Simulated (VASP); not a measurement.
A run of VASP 6.6.1 is set up as follows.

Contents of INCAR:

```
SYSTEM = La2O3
  ALGO = Normal
  EDIFF = 1E-7
  ENCUT = 520
  GGA = CA
  ISIF = 2
  ISMEAR = -1
  LASPH = .TRUE.
  LCHARG = .FALSE.
  LREAL = .FALSE.
  LWAVE = .FALSE.
  NBANDS = 28
  NELM = 100
  PREC = Accurate
  SIGMA = 0.05
```

Contents of KPOINTS:

```
k-points
0
G
  5 5 8
  0 0 0
```

The input POSCAR:

```
La2O3
1.0
    6.1820836747      0.0000000000      0.0000000000
   -3.0910418374      5.3538415106      0.0000000000
    0.0000000000      0.0000000000      3.2551691007
La O
2 3
Direct
    0.6666666667      0.3333333333      0.5000000000
    0.3333333333      0.6666666667      0.5000000000
    0.5080139900      0.0000000000      0.0000000000
    0.0000000000      0.5080139900      0.0000000000
    0.4919860100      0.4919860100      0.0000000000
```

Potentials or basis: VASP PAW LDA potentials, release 64 (La, O).

Run with:

```bash
$ cat potpaw_LDA.64/La/POTCAR potpaw_LDA.64/O/POTCAR > POTCAR
$ mpirun -np 1 vasp_std > vasp.out
```

Task: What does it give for the pressure?

Result: 0.9 GPa.

Task: Predict the band gap on the k mesh.

Result: 1.15 eV (least direct gap 1.80 eV).

Task: What does it give for the largest force?

Result: 0.052 eV/Å.

Stress tensor (GPa, compression positive):
```
 1.74  0.00  0.00
 0.00  1.74  0.00
 0.00  0.00 -0.75
```

Caveat: spin-orbit coupling is left out, which moves the levels of the heavy elements; an odd mesh through Γ misses points on the zone boundary, where band edges can lie.
